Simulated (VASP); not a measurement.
# Sr8Ti8O23 (a cell with a defect) in VASP: single point with LDA

Aim: the single point of Sr8Ti8O23 (a cell with a defect) with LDA.

Everything below comes from runs of VASP 6.6.1. Logs are shortened: lines on timing, memory, paths and dates and some standing lists are left out, and cuts for length are marked.

## 1. The cell of the first run

The cell holds a defect, 39 atoms: a = 7.708 Å, b = 7.708 Å, c = 7.708 Å, α = 90.00°, β = 90.00°, γ = 90.00°.

## 2. Single point, LDA

File INCAR:

```
SYSTEM = Sr8Ti8O23
  ALGO = Normal
  EDIFF = 1E-7
  ENCUT = 520
  GGA = CA
  ISIF = 2
  ISMEAR = 0
  LASPH = .True.
  LCHARG = .False.
  LREAL = Auto
  LWAVE = .False.
  NBANDS = 182
  NELECT = 312.0
  NELM = 100
  PREC = Accurate
  SIGMA = 0.02
```

File KPOINTS:

```
Automatic mesh
0
Gamma
  2 2 2
  0.5 0.5 0.5
```

File POSCAR:

```
Sr8Ti8O23
1.0
    0.0000000000      0.0000000000      7.7080460010
   -7.7080460010      0.0000000000      0.0000000000
    0.0000000000     -7.7080460010      0.0000000000
Sr Ti O
8 8 23
Direct
   -0.0037759245      0.5112902802      0.4927684655
    0.5055052862      0.5113790187      0.4927852013
   -0.0026734402      0.5109340291      0.0065240918
    0.5031531986      0.5116025513      0.0076514852
   -0.0037759245     -0.0112902803      0.4927684655
    0.5055052862     -0.0113790188      0.4927852013
   -0.0026734402     -0.0109340292      0.0065240918
    0.5031531986     -0.0116025514      0.0076514852
    0.2611741030      0.2499999351      0.2377712847
    0.7519362234      0.2499999351      0.2479563562
    0.2373147487      0.2499999351      0.7534951140
    0.7688933096      0.2499999351      0.7422549112
    0.2497021943      0.7499999350      0.2526147353
    0.7504511519      0.7499999350      0.2495062951
    0.2494768453      0.7499999350      0.7512606955
    0.7457307597      0.7499999350      0.7501678116
    0.3541989759      0.2499999351      0.5571488545
    0.7404540657      0.2500000648      0.4998513241
    0.2774280278      0.2499999351     -0.0005342469
    0.7510610340      0.2500000648     -0.0086479764
    0.2441254242      0.7500000648      0.5058165195
    0.7519163740      0.7499999350      0.5005189382
    0.2473402468      0.7500000648      0.0089558365
    0.7483877236      0.7499999350     -0.0005159544
    0.0086798911      0.2500000648      0.2577183633
    0.5061988472      0.2500000648      0.2447362146
    0.0017345511      0.2500000648      0.7199351171
    0.0002009588      0.7500000648      0.2500851707
    0.5001132582      0.7500000648      0.2505553288
   -0.0089998166      0.7499999350      0.7539281679
    0.4942281091      0.7500000648      0.7530162637
    0.2515736154      0.4956887906      0.2662765634
    0.7535324775      0.5005530584      0.2476356524
    0.2421642268      0.4983825991      0.7653946278
    0.7263132575      0.4928420250      0.7488332321
    0.2515736154      0.0043112094      0.2662765634
    0.7535324775     -0.0005530585      0.2476356524
    0.2421642268      0.0016174008      0.7653946278
    0.7263132575      0.0071579749      0.7488332321
```

Potentials or basis: VASP PAW LDA potentials, release 64 (Sr_sv, Ti_sv, O).

On the command line:

```bash
cat potpaw_LDA.64/Sr_sv/POTCAR potpaw_LDA.64/Ti_sv/POTCAR potpaw_LDA.64/O/POTCAR > POTCAR
mpirun -np 1 vasp_std > vasp.out
```

OUTCAR:

```text
SYSTEM = Sr8Ti8O23
   EDIFF = 1E-7
   ENCUT = 520
   GGA = CA
   ISIF = 2
   ISMEAR = 0
   LASPH = .True.
   LREAL = Auto
   NELECT = 312.0
   NELM = 100
   PREC = Accurate

 ion  position               nearest neighbor table
   1  0.996  0.511  0.493-  28 2.62  22 2.63  32 2.63  21 2.65  33 2.66  27 2.67  25 2.71  30 2.73
                            18 2.82  34 2.83  35 2.87  14 3.24  13 3.26  12 3.29  16 3.32  10 3.34
   2  0.506  0.511  0.493-  17 2.38  35 2.61  29 2.62  32 2.63  22 2.64  33 2.69  18 2.71  31 2.72
                            21 2.73  26 2.78  34 2.92  14 3.23  13 3.27  16 3.28  10 3.35  15 3.35
   3  0.997  0.511  0.007-  28 2.63  33 2.64  34 2.65  24 2.66  23 2.67  30 2.68  20 2.77  25 2.79
                            32 2.80  35 2.89  19 2.95  27 2.99  14 3.24  13 3.28  15 3.32  16 3.33
   4  0.503  0.512  0.008-  29 2.62  24 2.64  35 2.64  19 2.66  33 2.67  31 2.69  23 2.70  26 2.72
                            34 2.75  20 2.78  32 2.78  14 3.24   9 3.27  13 3.28  16 3.29  15 3.33
   5  0.996  0.989  0.493-  28 2.62  22 2.63  36 2.63  21 2.65  37 2.66  27 2.67  25 2.71  30 2.73
                            18 2.82  38 2.83  39 2.87  14 3.24  13 3.26  12 3.29  16 3.32  10 3.34
   6  0.506  0.989  0.493-  17 2.38  39 2.61  29 2.62  36 2.63  22 2.64  37 2.69  18 2.71  31 2.72
                            21 2.73  26 2.78  38 2.92  14 3.23  13 3.27  16 3.28  10 3.35  15 3.35
   7  0.997  0.989  0.007-  28 2.63  37 2.64  38 2.65  24 2.66  23 2.67  30 2.68  20 2.77  25 2.79
                            36 2.80  39 2.89  19 2.95  27 2.99  14 3.24  13 3.28  15 3.32  16 3.33
   8  0.503  0.988  0.008-  29 2.62  24 2.64  39 2.64  19 2.66  37 2.67  31 2.69  23 2.70  26 2.72
                            38 2.75  20 2.78  36 2.78  14 3.24   9 3.27  13 3.28  16 3.29  15 3.33
   9  0.261  0.250  0.238-  19 1.84  26 1.89  36 1.91  32 1.91  25 1.95   8 3.27   4 3.27   7 3.37
                             3 3.37   6 3.39   2 3.39   5 3.48   1 3.48
  10  0.752  0.250  0.248-  26 1.89  37 1.93  33 1.93  18 1.94  20 1.98  25 1.98   7 3.33   3 3.33
                             5 3.34   1 3.34   8 3.34   4 3.34   6 3.35   2 3.35
  11  0.237  0.250  0.753-  17 1.76  27 1.83  38 1.92  34 1.92  19 1.92   7 3.36   3 3.36   5 3.40
                             1 3.40   8 3.48   4 3.48   6 3.52   2 3.52
  12  0.769  0.250  0.742-  27 1.80  18 1.88  39 1.90  35 1.90  20 1.92   5 3.29   1 3.29   7 3.36
                             3 3.36   6 3.45   2 3.45   8 3.53   4 3.53
  13  0.250  0.750  0.253-  23 1.88  28 1.92  29 1.93  21 1.95  32 1.96  36 1.96   1 3.26   5 3.26
                             2 3.27   6 3.27   4 3.28   8 3.28   3 3.28   7 3.28
  14  0.750  0.750  0.250-  33 1.92  37 1.92  28 1.93  24 1.93  29 1.93  22 1.93   2 3.23   6 3.23
                             4 3.24   8 3.24   1 3.24   5 3.24   3 3.24   7 3.24
  15  0.249  0.750  0.751-  31 1.89  21 1.89  34 1.94  38 1.94  23 1.99  30 1.99   3 3.32   7 3.32
                             4 3.33   8 3.33   1 3.34   5 3.34   2 3.35   6 3.35
  16  0.746  0.750  0.750-  30 1.89  24 1.92  22 1.92  31 1.94  35 1.99  39 1.99   2 3.28   6 3.28
                             4 3.29   8 3.29   1 3.32   5 3.32   3 3.33   7 3.33
  17  0.354  0.250  0.557-  11 1.76   6 2.38   2 2.38   5 3.45   1 3.45
  18  0.740  0.250  0.500-  12 1.88  10 1.94   2 2.71   6 2.71   1 2.82   5 2.82
  19  0.277  0.250  0.999-   9 1.84  11 1.92   8 2.66   4 2.66   7 2.95   3 2.95
  20  0.751  0.250  0.991-  12 1.92  10 1.98   3 2.77   7 2.77   4 2.78   8 2.78
  21  0.244  0.750  0.506-  15 1.89  13 1.95   5 2.65   1 2.65   6 2.73   2 2.73
[... 238 lines left out ...]
 non-spin polarized calculation
 Gauss-broadening in eV      SIGMA  =   0.02
  energy-cutoff  :      520.00
  volume of cell :      457.97
 maximum number of plane-waves:     12341
 NGX is ok and might be reduce to    60
   NGX = 29   NGY = 29   NGZ = 29

 number of electron     312.0000115 magnetization

 Free energy of the ion-electron system (eV)
  ---------------------------------------------------
  ext. energy  EPLUGINS =         0.00000000
  ---------------------------------------------------
  free energy    TOTEN  =      -354.54194711 eV

  energy without entropy =     -354.54194711  energy(sigma->0) =     -354.54194711

 E-fermi :   3.9963     XC(G=0): -11.8212

 val. band max:        3.7998102770   @ k =   0.2500   0.2500   0.2500
 cond. band min:       6.4696307216   @ k =   0.2500   0.2500   0.2500
 fundamental gap:      2.6698204446
 Fermi energy:         3.9963093128

 k-point     1 :       0.2500    0.2500    0.2500
  band No.  band energies     occupation
      1     -51.6592      2.00000
      2     -51.6212      2.00000
      3     -51.5669      2.00000
      4     -51.5196      2.00000
      5     -51.4841      2.00000
      6     -51.4559      2.00000
[... 160 lines left out ...]
    167       7.7044      0.00000
    168       7.7342      0.00000

 k-point     2 :      -0.2500    0.2500    0.2500
  band No.  band energies     occupation
      1     -51.6592      2.00000
      2     -51.6212      2.00000
      3     -51.5669      2.00000
      4     -51.5196      2.00000
      5     -51.4841      2.00000
      6     -51.4559      2.00000
[... 160 lines left out ...]
    167       7.6870      0.00000
    168       7.7331      0.00000
 [bands above 168 left out]

------------------------ aborting loop because EDIFF is reached ----------------------------------------

  FORCE on cell =-STRESS in cart. coord.  units (eV):
  Direction    XX          YY          ZZ          XY          YZ          ZX
  --------------------------------------------------------------------------------------
  -------------------------------------------------------------------------------------
  Total      -12.8809748    -12.6722146    -11.4206414      0.0000000      0.2161615      0.0000000
  in kB      -45.0636557    -44.3333150    -39.9547284      0.0000000      0.7562336      0.0000000
  external PRESSURE =     -43.1172330 kB  Pullay stress =       0.0000000 kB

 VOLUME and BASIS-vectors are now :
 -----------------------------------------------------------------------------
  energy-cutoff  :      520.00
  volume of cell :      457.97
      direct lattice vectors                 reciprocal lattice vectors
     0.000000000  0.000000000  7.708046001     0.000000000  0.000000000  0.129734566
    -7.708046001  0.000000000  0.000000000    -0.129734566  0.000000000  0.000000000
     0.000000000 -7.708046001  0.000000000     0.000000000 -0.129734566  0.000000000

 POSITION                                       TOTAL-FORCE (eV/Angst)
 -----------------------------------------------------------------------------------
     -3.94105     -3.79828      7.67894         0.029328     -0.004615      0.033762
     -3.94173     -3.79841      3.89646        -0.008094     -0.007139      0.006644
     -3.93830     -0.05029      7.68744         0.034955     -0.008932      0.038865
     -3.94346     -0.05898      3.87833         0.023647     -0.020317     -0.007253
     -7.62102     -3.79828      7.67894        -0.029328     -0.004615      0.033762
     -7.62034     -3.79841      3.89646         0.008094     -0.007139      0.006644
[... 31 lines left out ...]
     -0.01247     -5.89970      1.86661         0.009775     -0.010707      0.082761
     -0.05517     -5.77204      5.59846         0.021219     -0.022220     -0.020817
 -----------------------------------------------------------------------------------
    total drift:                               -0.004218     -0.010032     -0.002224

  FREE ENERGIE OF THE ION-ELECTRON SYSTEM (eV)
  ---------------------------------------------------
  free  energy   TOTEN  =      -354.5419471086 eV

  energy  without entropy=     -354.5419471086  energy(sigma->0) =     -354.54194711
```

OSZICAR:

```text
N       E                     dE             d eps       ncg     rms          rms(c)
DAV:   1     0.434178065874E+04    0.43418E+04   -0.15586E+05   728   0.190E+03
DAV:   2     0.469825957648E+03   -0.38720E+04   -0.37095E+04   736   0.573E+02
DAV:   3    -0.361347751955E+03   -0.83117E+03   -0.81114E+03   896   0.236E+02
[... 11 lines left out ...]
DAV:  15    -0.354541948564E+03    0.97186E-04   -0.10795E-03  1088   0.127E-01    0.365E-02
DAV:  16    -0.354541954692E+03   -0.61286E-05   -0.18786E-04  1016   0.436E-02    0.304E-02
DAV:  17    -0.354541947445E+03    0.72476E-05   -0.66845E-05  1008   0.343E-02    0.882E-03
DAV:  18    -0.354541947926E+03   -0.48187E-06   -0.10606E-05  1096   0.112E-02    0.103E-02
DAV:  19    -0.354541947085E+03    0.84109E-06   -0.48120E-06   992   0.997E-03    0.317E-03
DAV:  20    -0.354541947109E+03   -0.23196E-07   -0.63759E-07   784   0.279E-03
   1 F= -.35454195E+03 E0= -.35454195E+03  d E =-.681999E-44
```

stdout:

```text
POSCAR found type information on POSCAR SrTiO
 POSCAR found :  3 types and      39 ions
 scaLAPACK will be used
 LDA part: xc-table for (Slater(with rela. corr.)+CA(PZ))
 , standard interpolation
 POSCAR, INCAR and KPOINTS ok, starting setup
 FFT: planning ... GRIDC
 FFT: planning ... GRID_SOFT
 FFT: planning ... GRID
 WAVECAR not read
 entering main loop
 the old and the new charge density differ
 old charge density:   314.00000 new  312.00001
    0.810E+01
```

Run time: 8.4 min. Hardware: 1 thread of Intel Xeon Platinum 8488C (Sapphire Rapids), shared host; peak memory 0.42 GiB.

What came out:

- Free energy: -354.5419 eV
- Largest force: 0.683 eV/Å

Forces on the atoms (eV/Å):
```
Sr   0.029 -0.005  0.034
Sr  -0.008 -0.007  0.007
Sr   0.035 -0.009  0.039
Sr   0.024 -0.020 -0.007
Sr  -0.029 -0.005  0.034
Sr   0.008 -0.007  0.007
Sr  -0.035 -0.009  0.039
Sr  -0.024 -0.020 -0.007
Ti   0.000 -0.150  0.007
Ti   0.000  0.016  0.054
Ti   0.000 -0.077 -0.021
Ti   0.000 -0.066 -0.098
Ti   0.000 -0.059  0.026
Ti   0.000  0.002  0.019
Ti   0.000 -0.072 -0.036
Ti   0.000  0.003 -0.031
O    0.000  0.569 -0.379
O    0.000 -0.025 -0.077
O    0.000  0.035 -0.032
O    0.000 -0.022  0.026
O    0.000  0.018  0.007
O    0.000 -0.020  0.021
O    0.000  0.064  0.009
O    0.000 -0.014  0.002
O    0.000 -0.062  0.008
O    0.000  0.049  0.030
O    0.000 -0.022  0.053
O    0.000  0.000  0.016
O    0.000 -0.018  0.000
O    0.000 -0.020  0.083
O    0.000  0.005  0.023
O   -0.042  0.027  0.002
O   -0.002 -0.022  0.011
O   -0.010 -0.011  0.083
O   -0.021 -0.022 -0.021
O    0.042  0.027  0.002
O    0.002 -0.022  0.011
O    0.010 -0.011  0.083
O    0.021 -0.022 -0.021
```

Caveat: the cell carries a net charge on a neutralising background, which shifts energy and pressure; the cell is charged against a uniform background, so pressure and absolute levels hang on convention.
